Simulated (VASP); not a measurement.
A run of VASP 6.6.1:

Contents of INCAR:

```
ALGO     = Normal         # electronic algorithm
EDIFF    = 1E-6           # SCF threshold, eV
ENCUT    = 520            # plane-wave cutoff, eV
GGA      = CA             # functional
ISIF     = 2              # what is computed and relaxed
ISMEAR   = -1             # smearing method
LASPH    = T              # aspherical terms in the spheres
LCHARG   = F              # write CHGCAR
LREAL    = F              # projectors in reciprocal space
LWAVE    = F              # write WAVECAR
NBANDS   = 22             # bands
NELM     = 60             # most SCF steps
PREC     = Accurate       # precision mode
SIGMA    = 0.08           # smearing width, eV
```

Contents of KPOINTS:

```
k-points
0
Gamma
  13 13 13
```

POSCAR

```
BiRu
1.0
    0.0000000000      2.5181006218      2.5181006218
    2.5181006218      0.0000000000      2.5181006218
    2.5181006218      2.5181006218      0.0000000000
Ru Bi
1 1
Direct
    0.0000000000      0.0000000000      0.0000000000
    0.5000000000      0.5000000000      0.5000000000
```

Potentials or basis: VASP PAW LDA potentials, release 64 (Ru_pv, Bi_d).

Command:

```console
$ cat potpaw_LDA.64/Ru_pv/POTCAR potpaw_LDA.64/Bi_d/POTCAR > POTCAR
$ mpirun -np 1 vasp_std > vasp.out
```

Hardware: 1 thread of AMD EPYC 7R43 64-Core Processor (Zen 3), on a shared host.

Q: How long does it take, and how much memory?

A: It took 64 s on 1 thread of AMD EPYC 7R43 64-Core Processor (Zen 3) (shared host), peak memory 0.14 GiB. Counts: scf iterations 11, k points 84.
